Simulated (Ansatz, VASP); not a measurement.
**One calculation of Al, two programs**

POSCAR

```
Al
1.0
   -1.6707796245      1.6707796245      1.5116577555
    1.6707796245     -1.6707796245      1.5116577555
    1.6707796245      1.6707796245     -1.5116577555
Al
1
Direct
    0.0000000000      0.0000000000      0.0000000000
```

File INCAR.step1:

```
PREC     = Accurate       # precision mode
ENCUT    = 520            # plane-wave cutoff, eV
ISMEAR   = 0              # smearing method
SIGMA    = 0.15           # smearing width, eV
LREAL    = False          # projectors in reciprocal space
LASPH    = True           # aspherical terms in the spheres
NELM     = 60             # most SCF steps
NBANDS   = 8              # bands
GGA      = PE             # functional
ALGO     = Normal         # electronic algorithm
EDIFF    = 1E-4           # SCF threshold, eV
LWAVE    = True           # write WAVECAR
LCHARG   = False          # write CHGCAR
```

Contents of INCAR.step2:

```
PREC     = Accurate       # precision mode
ENCUT    = 520            # plane-wave cutoff, eV
EDIFF    = 1E-7           # SCF threshold, eV
ISMEAR   = 0              # smearing method
SIGMA    = 0.15           # smearing width, eV
LREAL    = False          # projectors in reciprocal space
LASPH    = True           # aspherical terms in the spheres
NELM     = 60             # most SCF steps
ALGO     = Normal         # electronic algorithm
ISIF     = 2              # what is computed and relaxed
LWAVE    = False          # write WAVECAR
LCHARG   = False          # write CHGCAR
METAGGA  = R2SCAN         # meta-GGA
LMIXTAU  = True         
NBANDS   = 8              # bands
ISTART   = 1
```

File KPOINTS:

```
Automatic mesh
0
Gamma
  20 20 20
```

Input for Ansatz:

```yaml
crystal:
  lattice:
    - [-1.6707796245, 1.6707796245, 1.5116577555]
    - [1.6707796245, -1.6707796245, 1.5116577555]
    - [1.6707796245, 1.6707796245, -1.5116577555]
  atoms:
    - { symbol: Al, position: [0.0, 0.0, 0.0] }
basis:
  ecutwfc: 500
kpoints:
  mp_grid: { grid: [20, 20, 20] }
hamiltonian:
  xc: r2scan
scf:
  occupations: { method: gaussian, width: 0.15 }
output:
  forces: true
  stress: true
  eigenvalues: true
```

Change from the starting cell: strain +0.050 along x and y, -0.050 along z, atoms carried along.

Alike in both runs: task single point; functional r2SCAN; k mesh 20 × 20 × 20; occupations gaussian, width 0.15 eV; no spin polarisation.

|  | VASP | Ansatz |
| --- | --- | --- |
| version | VASP 6.6.1 | Ansatz 0.2.0 |
| potentials or method | VASP PAW PBE potentials, release 64 (Al), cutoff 520 eV | scalar-relativistic, plane waves, PAW |
| valence electrons in the cell | 3 | 3 |

|  | VASP | Ansatz | Ansatz less VASP |
| --- | --- | --- | --- |
| gap on the k mesh at the Fermi level (eV) | none | none | - |
| pressure (GPa) | -3.4 | -3.1 | +0.27 |
| traceless stress, the component that is largest in VASP (GPa) | -1.83 | -1.82 | +0.012 |

VASP's potentials were made for PBE, not for r2SCAN. A gap of «none» marks a metal or a gap that the smearing closes.
